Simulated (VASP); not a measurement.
# AlCo (rocksalt type) (Fm-3m) in VASP: notebook

AlCo (rocksalt type) is run at these levels: LDA; tasks: single point.

Everything below comes from runs of VASP 6.6.1. Logs are shortened: lines on timing, memory, paths and dates and some standing lists are left out, and cuts for length are marked.

### Step 1. The cell of the first run

The structure is cubic, space group Fm-3m (No. 225). Conventional cell: a = 4.345 Å, b = 4.345 Å, c = 4.345 Å, α = 90.00°, β = 90.00°, γ = 90.00°. Within 2.9 Å of Co (site symmetry m-3m) lie 6 Al at 2.17 Å. Al (site symmetry m-3m) has 6 Co at 2.17 Å within 2.9 Å.

### Step 2. Single point, LDA (10.25 Å³/atom)

Contents of INCAR:

```
ALGO = Normal ; EDIFF = 1E-7
ENCUT = 520 ; ISIF = 2
ISMEAR = -1 ; LASPH = T
LCHARG = F ; LREAL = F
LWAVE = F ; NBANDS = 13
NELM = 100 ; PREC = Accurate
SIGMA = 0.08
```

Contents of KPOINTS:

```
k-points
0
Gamma
  15 15 15
```

Contents of POSCAR:

```
AlCo
1.0
    0.0000000000      2.1725651622      2.1725651622
    2.1725651622      0.0000000000      2.1725651622
    2.1725651622      2.1725651622      0.0000000000
Co Al
1 1
Direct
    0.0000000000      0.0000000000      0.0000000000
    0.5000000000      0.5000000000      0.5000000000
```

Potentials or basis: VASP PAW LDA potentials, release 64 (Co, Al).

Command:

```bash
cat potpaw_LDA.64/Co/POTCAR potpaw_LDA.64/Al/POTCAR > POTCAR
mpirun -np 1 vasp_std > vasp.out
```

OUTCAR:

```text
EDIFF = 1E-7
   ENCUT = 520
   ISIF = 2
   ISMEAR = -1
   LASPH = T
   LREAL = F
   NELM = 100
   PREC = Accurate

 ion  position               nearest neighbor table
   1  0.000  0.000  0.000-   2 2.17   2 2.17   2 2.17   2 2.17   2 2.17   2 2.17
   2  0.500  0.500  0.500-   1 2.17   1 2.17   1 2.17   1 2.17   1 2.17   1 2.17

  LATTYP: Found a face centered cubic cell.
 ALAT       =     4.3451303244

  Lattice vectors:

 A1 = (   0.0000000000,   2.1725651622,   2.1725651622)
 A2 = (   2.1725651622,   0.0000000000,   2.1725651622)
 A3 = (   2.1725651622,   2.1725651622,   0.0000000000)

Analysis of symmetry for initial positions (statically):
=====================================================================
 Subroutine PRICEL returns:
 Original cell was already a primitive cell.

 Routine SETGRP: Setting up the symmetry group for a
 face centered cubic supercell.

 Subroutine GETGRP returns: Found 48 space group operations
 (whereof 48 operations were pure point group operations)
 out of a pool of 48 trial point group operations.

The static configuration has the point symmetry O_h .

Analysis of symmetry for dynamics (positions and initial velocities):
=====================================================================
 Subroutine PRICEL returns:
 Original cell was already a primitive cell.

 Routine SETGRP: Setting up the symmetry group for a
 face centered cubic supercell.

 Subroutine GETGRP returns: Found 48 space group operations
 (whereof 48 operations were pure point group operations)
 out of a pool of 48 trial point group operations.

The dynamic configuration has the point symmetry O_h .

 Subroutine INISYM returns: Found 48 space group operations
 (whereof 48 operations are pure point group operations),
 and found     1 'primitive' translations

----------------------------------------------------------------------------------------

                                     Primitive cell

  volume of cell :      20.5092

  direct lattice vectors                    reciprocal lattice vectors
     0.000000000  2.172565162  2.172565162    -0.230142694  0.230142694  0.230142694
     2.172565162  0.000000000  2.172565162     0.230142694 -0.230142694  0.230142694
     2.172565162  2.172565162  0.000000000     0.230142694  0.230142694 -0.230142694

  length of vectors
     3.072471118  3.072471118  3.072471118     0.398618840  0.398618840  0.398618840

  position of ions in fractional coordinates (direct lattice)
     0.000000000  0.000000000  0.000000000
     0.500000000  0.500000000  0.500000000

  ion indices of the primitive-cell ions
   primitive index   ion index
                 1           1
                 2           2

----------------------------------------------------------------------------------------

 KPOINTS: k-points

Automatic generation of k-mesh.
 Grid dimensions read from file:
 generate k-points for:   15   15   15

 Generating k-lattice:

  Cartesian coordinates                     Fractional coordinates (reciprocal lattice)
    -0.015342846  0.015342846  0.015342846     0.066666667  0.000000000  0.000000000
     0.015342846 -0.015342846  0.015342846     0.000000000  0.066666667  0.000000000
     0.015342846  0.015342846 -0.015342846     0.000000000  0.000000000  0.066666667

  Length of vectors
     0.026574589  0.026574589  0.026574589

  Shift w.r.t. Gamma in fractional coordinates (k-lattice)
     0.000000000  0.000000000  0.000000000

 Subroutine IBZKPT returns following result:
 ===========================================

 Found    120 irreducible k-points:

 Following reciprocal coordinates:
            Coordinates               Weight
  0.000000  0.000000  0.000000      1.000000
  0.066667  0.000000  0.000000      8.000000
  0.133333  0.000000  0.000000      8.000000
  0.200000  0.000000  0.000000      8.000000
  0.266667  0.000000  0.000000      8.000000
  0.333333  0.000000  0.000000      8.000000
[... 16 lines left out ...]
  0.133333  0.133333  0.000000      6.000000
  0.200000  0.133333  0.000000     24.000000
 [... further k-points ...]
   k-points           NKPTS =    120   k-points in BZ     NKDIM =    120   number of bands    NBANDS=     13
   number of dos      NEDOS =    301   number of ions     NIONS =      2
   total plane-waves  NPLWV =  13824
   dimension x,y,z NGX =    24 NGY =   24 NGZ =   24
   dimension x,y,z NGXF=    48 NGYF=   48 NGZF=   48
   ions per type =               1   1
   NGX,Y,Z   is equivalent  to a cutoff of  12.99, 12.99, 12.99 a.u.
   NGXF,Y,Z  is equivalent  to a cutoff of  25.97, 25.97, 25.97 a.u.
 SYSTEM =  unknown system
   PREC   = accura    normal or accurate (medium, high low for compatibility)
   ISTART =      0    job   : 0-new  1-cont  2-samecut
   ICHARG =      2    charge: 1-file 2-atom 10-const
   ISPIN  =      1    spin polarized calculation?
   LNONCOLLINEAR =      F non collinear calculations
   LSORBIT =      F    spin-orbit coupling
   LASPH  =      T    aspherical Exc in radial PAW
   ENCUT  =  520.0 eV  38.22 Ry    6.18 a.u.   5.71  5.71  5.71*2*pi/ulx,y,z
   NELM   =    100;   NELMIN=  2; NELMDL= -5     # of ELM steps
   EDIFF  = 0.1E-06   stopping-criterion for ELM
   LREAL  =      F    real-space projection
   EDIFFG = 0.1E-05   stopping-criterion for IOM
   NSW    =      0    number of steps for IOM
   IBRION =     -1    ionic relax: 0-MD 1-quasi-New 2-CG
   NFREE  =      0    steps in history (QN), initial steepest desc. (CG)
   ISIF   =      2    stress and relaxation
   ISYM   =      2    0-nonsym 1-usesym 2-fastsym
   POTIM  = 0.5000    time-step for ionic-motion
   TEBEG  =    0.0;   TEEND  =   0.0 temperature during run
   PSTRESS=    0.0 pullay stress
   NELECT =      12.0000    total number of electrons
   NUPDOWN=      -1.0000    fix difference up-down
   EMIN   =  10.00;   EMAX   =-10.00  energy-range for DOS
   EFERMI =   0.00;   METHOD = LEGACY
   ISMEAR =    -1;   SIGMA  =   0.08  broadening in eV -4-tet -1-fermi 0-gaus
   EFERMI_NEDOS =   21; number of points for ismear=-14 and -15
   IALGO  =     38    algorithm
   IMIX   =      4    mixing-type and parameters
     AMIX     =   0.40;   BMIX     =  1.00
     AMIX_MAG =   1.60;   BMIX_MAG =  1.00
  volume/ion in A,a.u.               =      10.25        69.20
  Fermi-wavevector in a.u.,A,eV,Ry     =   1.369260  2.587525 25.509177  1.874872
  Thomas-Fermi vector in A             =   2.495151
   LORBIT       =      0    0 simple, 1 ext, 2 COOP (PROOUT), +10 PAW based schemes
   GGA     = CA    functional components
   LHFCALC =     F    Hartree Fock is set to
   AEXX    =    0.0000 exact exchange contribution
   IVDW    =     0    specifies the selected vdW correction
   LEPSILON=     F    determine dielectric tensor
   LRPA    =     F    only Hartree local field effects (RPA)
 non-spin polarized calculation
  energy-cutoff  :      520.00
  volume of cell :       20.51
 maximum number of plane-waves:       564
   NGX = 11   NGY = 11   NGZ = 11

 number of electron      12.0000002 magnetization

 Free energy of the ion-electron system (eV)
  ---------------------------------------------------
  ext. energy  EPLUGINS =         0.00000000
  ---------------------------------------------------
  free energy    TOTEN  =       -11.30073285 eV

  energy without entropy =      -11.28208468  energy(sigma->0) =      -11.29140877

 E-fermi :  12.0615     XC(G=0): -13.0235

 val. band max:       12.0482387145   @ k =  -0.4000   0.3333   0.0667
 cond. band min:      12.0721131386   @ k =  -0.4000   0.4000   0.0000
 fundamental gap:      0.0238744241
 Fermi energy:        12.0615470981

 k-point     1 :       0.0000    0.0000    0.0000
  band No.  band energies     occupation
      1       0.3047      2.00000
      2       9.6612      2.00000
      3       9.6612      2.00000
      4       9.6612      2.00000
      5       9.9746      2.00000
      6       9.9746      2.00000
      7      21.4954      0.00000
      8      21.4954      0.00000
      9      21.4954      0.00000
     10      24.5787      0.00000
     11      25.0092      0.00000
     12      25.0092      0.00000
     13      25.0092      0.00000

 k-point     2 :       0.0667    0.0000    0.0000
  band No.  band energies     occupation
      1       0.4149      2.00000
      2       9.5985      2.00000
      3       9.6899      2.00000
      4       9.6899      2.00000
      5       9.9616      2.00000
      6       9.9616      2.00000
      7      20.7069      0.00000
      8      21.4456      0.00000
      9      21.4456      0.00000
     10      23.8592      0.00000
     11      25.1729      0.00000
     12      25.1729      0.00000
     13      26.4387      0.00000

 k-point     3 :       0.1333    0.0000    0.0000
  band No.  band energies     occupation
      1       0.7428      2.00000
      2       9.4149      2.00000
      3       9.7075      2.00000
      4       9.7075      2.00000
      5       9.9939      2.00000
      6       9.9939      2.00000
      7      19.0081      0.00000
      8      21.3153      0.00000
      9      21.3153      0.00000
     10      23.5747      0.00000
     11      25.5545      0.00000
     12      25.5545      0.00000
     13      27.9875      0.00000
[... 305 lines left out ...]
 k-point    23 :       0.1333    0.1333    0.0000
  band No.  band energies     occupation
      1       0.8869      2.00000
      2       9.3671      2.00000
      3       9.6898      2.00000
      4       9.8298      2.00000
      5       9.8298      2.00000
      6      10.0738      2.00000
      7      19.8059      0.00000
      8      19.8059      0.00000
      9      21.3854      0.00000
     10      22.3871      0.00000
     11      25.0425      0.00000
     12      26.5865      0.00000
     13      26.5865      0.00000

 k-point    24 :       0.2000    0.1333    0.0000
  band No.  band energies     occupation
      1       1.2800      2.00000
      2       9.1837      2.00000
      3       9.5174      2.00000
      4       9.8513      2.00000
      5       9.9730      2.00000
      6      10.1945      2.00000
      7      18.4594      0.00000
      8      19.2446      0.00000
      9      21.5688      0.00000
     10      22.4924      0.00000
     11      23.5264      0.00000
     12      26.8773      0.00000
     13      27.1253      0.00000

 [... further k-points ...]

------------------------ aborting loop because EDIFF is reached ----------------------------------------

  FORCE on cell =-STRESS in cart. coord.  units (eV):
  Direction    XX          YY          ZZ          XY          YZ          ZX
  --------------------------------------------------------------------------------------
  -------------------------------------------------------------------------------------
  Total        6.4890913      6.4890913      6.4890913     -0.0000000     -0.0000000      0.0000000
  in kB      506.9277181    506.9277181    506.9277181     -0.0000000     -0.0000000      0.0000000
  external PRESSURE =     506.9277181 kB  Pullay stress =       0.0000000 kB

 VOLUME and BASIS-vectors are now :
 -----------------------------------------------------------------------------
  energy-cutoff  :      520.00
  volume of cell :       20.51
      direct lattice vectors                 reciprocal lattice vectors
     0.000000000  2.172565162  2.172565162    -0.230142694  0.230142694  0.230142694
     2.172565162  0.000000000  2.172565162     0.230142694 -0.230142694  0.230142694
     2.172565162  2.172565162  0.000000000     0.230142694  0.230142694 -0.230142694

 POSITION                                       TOTAL-FORCE (eV/Angst)
 -----------------------------------------------------------------------------------
      0.00000      0.00000      0.00000         0.000000      0.000000     -0.000000
      2.17257      2.17257      2.17257         0.000000      0.000000      0.000000
 -----------------------------------------------------------------------------------
    total drift:                                0.000000     -0.000000     -0.000000

  FREE ENERGIE OF THE ION-ELECTRON SYSTEM (eV)
  ---------------------------------------------------
  free  energy   TOTEN  =       -11.3007328521 eV

  energy  without entropy=      -11.2820846825  energy(sigma->0) =      -11.29140877
```

Wall time 25 s (1 thread of Intel Xeon 8259CL, shared host); peak memory 0.15 GiB.

What came out:

* Free energy: -11.3007 eV
* Pressure: 50.7 GPa
* Band gap on the k mesh: zero (bands 6 and 7 overlap by 0.13 eV)

Caveat: the cell stands under pressure; the run has no spin polarisation, though such a crystal can be magnetic. Spin polarisation is off, so any magnetic state and its effect on volume and gap are missing.

### Step 3. Single point, LDA (11.28 Å³/atom)

This run uses another cell than the first one, of 11.28 Å³/atom.

Contents of INCAR:

```
  PREC = Accurate
  ENCUT = 520
  EDIFF = 1E-7
  ISMEAR = -1
  SIGMA = 0.08
  LREAL = False
  LASPH = True
  NELM = 100
  ALGO = Normal
  ISIF = 2
  LWAVE = False
  LCHARG = False
  NBANDS = 13
```

Contents of KPOINTS:

```
Automatic mesh
0
Gamma
  15 15 15
```

Contents of POSCAR:

```
AlCo
1.0
    0.0000000000      2.2426958165      2.2426958165
    2.2426958165      0.0000000000      2.2426958165
    2.2426958165      2.2426958165      0.0000000000
Co Al
1 1
Direct
    0.0000000000      0.0000000000      0.0000000000
    0.5000000000      0.5000000000      0.5000000000
```

Potentials or basis: VASP PAW LDA potentials, release 64 (Co, Al).

Command:

```bash
cat potpaw_LDA.64/Co/POTCAR potpaw_LDA.64/Al/POTCAR > POTCAR
mpirun -np 1 vasp_std > vasp.out
```

Wall time 31 s (1 thread of Intel Xeon 8259CL, shared host); peak memory 0.16 GiB.

It converged, with:

```
Free energy            : -11.7668 eV
Pressure               : 24.0 GPa
Band gap on the k mesh : zero (bands 6 and 7 overlap by 0.12 eV)
```

Levels at points of the mesh, in eV from the Fermi level:
```csv
k point,band 3,band 4,band 5,band 6,band 7,band 8,band 9,band 10
"(0.00, 0.00, 0.00)",-2.01,-2.01,-1.77,-1.77,8.65,8.65,8.65,12.37
```

Caveat: the cell stands under pressure; the run has no spin polarisation, though such a crystal can be magnetic.
